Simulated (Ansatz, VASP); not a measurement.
**Two plane-wave programs on AlN**

The input INCAR:

```
SYSTEM = AlN
PREC = Accurate ; ENCUT = 600
EDIFF = 1E-7 ; ISMEAR = 0
SIGMA = 0.02 ; LREAL = .False.
LASPH = .True. ; NELM = 120
ALGO = Normal ; ISIF = 3
LWAVE = .False. ; LCHARG = .False.
IBRION = 2 ; NSW = 100
EDIFFG = -0.002 ; GGA_COMPAT = .False.
NELMIN = 4
```

KPOINTS

```
regular mesh
0
Gamma
  10 10 10
  0 0 0
```

The input POSCAR:

```
AlN
1.0
    0.0000000000      2.1839935600      2.1839935600
    2.1839935600      0.0000000000      2.1839935600
    2.1839935600      2.1839935600      0.0000000000
Al N
1 1
Direct
    0.0000000000      0.0000000000      0.0000000000
    0.2500000000      0.2500000000      0.2500000000
```

Input for Ansatz:

```yaml
crystal:
  lattice:
    - [0.0, 2.18399356, 2.18399356]
    - [2.18399356, 0.0, 2.18399356]
    - [2.18399356, 2.18399356, 0.0]
  atoms:
    - { symbol: Al, position: [0.0, 0.0, 0.0] }
    - { symbol: "N", position: [0.25, 0.25, 0.25] }
basis:
  ecutwfc: 420
kpoints:
  mp_grid: { grid: [10, 10, 10] }
hamiltonian:
  xc: lda
scf:
  occupations: { method: gaussian, width: 0.02 }
output:
  forces: true
  stress: true
  eigenvalues: true
  write_density: true
  write_potential: true
  elf: true
  volumetric_format: npy
relax:
  adjacent_minimum: "off"
  f_tol: 0.002
  max_steps: 80
  cell: { stress_tol: 0.02 }
```

Alike in both runs: task relaxation of cell and atoms; functional LDA; k mesh 10 × 10 × 10; occupations gaussian, width 0.02 eV; no spin polarisation.

```csv
,VASP,Ansatz
version,VASP 6.6.1,Ansatz 0.2.0
potentials or method,"VASP PAW LDA potentials, release 64 (Al, N), cutoff 600 eV","scalar-relativistic, plane waves, PAW"
valence electrons in the cell,8,8
```

```tsv
	VASP	Ansatz	Ansatz less VASP
gap on the k mesh at the Fermi level, each at its own relaxed structure (eV)	3.23	3.25	+0.022
relaxed volume (Å³/atom)	10.26	10.23	-0.026
relaxed length of the cell vector where the two differ most in proportion (Å)	3.073	3.070	-0.0026
```

LDA's correlation is that of Perdew and Zunger in VASP and of Perdew and Wang (1992) in Ansatz.
